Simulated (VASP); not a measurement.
Write the native input for VASP 6.6.1 that does the following.

```yaml
Task: single point
Functional: PBE
Potentials_or_basis: VASP PAW PBE potentials, release 64 (Au)
Cutoff: 520 eV
k_mesh: 14 × 14 × 8
Occupations: fermi-dirac, width 0.03 eV
Spin: no spin polarisation
Dipole_correction: no
Further_INCAR_settings: ALGO = Normal; EDIFF = 1e-07; NBANDS = 18
```

The structure of Au lies in POSCAR:

```
Au
1.0
    2.9568755643      0.0000000000      0.0000000000
   -1.4784377821      2.5607293545      0.0000000000
    0.0000000000      0.0000000000      4.9757105734
Au
2
Direct
    0.3333333333      0.6666666667      0.7500000000
    0.6666666667      0.3333333333      0.2500000000
```

This cell differs from its parent crystal: volume scaled by 1.06.

The input as run:

INCAR

```
PREC = Accurate
ENCUT = 520
EDIFF = 1E-7
ISMEAR = -1
SIGMA = 0.03
LREAL = False
LASPH = True
NELM = 80
ALGO = Normal
ISIF = 2
LWAVE = False
LCHARG = True
GGA = PE
LELF = True
LVHAR = True
NBANDS = 18
```

KPOINTS

```
regular mesh
0
Gamma
  14 14 8
```

Potentials or basis: VASP PAW PBE potentials, release 64 (Au).

Run with:

```bash
$ cat potpaw_PBE.64/Au/POTCAR > POTCAR
$ mpirun -np 1 vasp_std > vasp.out
```

Results of the run:

The pressure is -5.5 GPa and the band gap on the k mesh is zero (band 11 reaches 11.44 eV, above the bottom of band 12 at 5.40 eV).

Caveat: spin-orbit coupling is left out, which moves the levels of the heavy elements.

Run time: 34 s on 1 thread of Intel Xeon 6975P-C (shared host), peak memory 0.21 GiB.
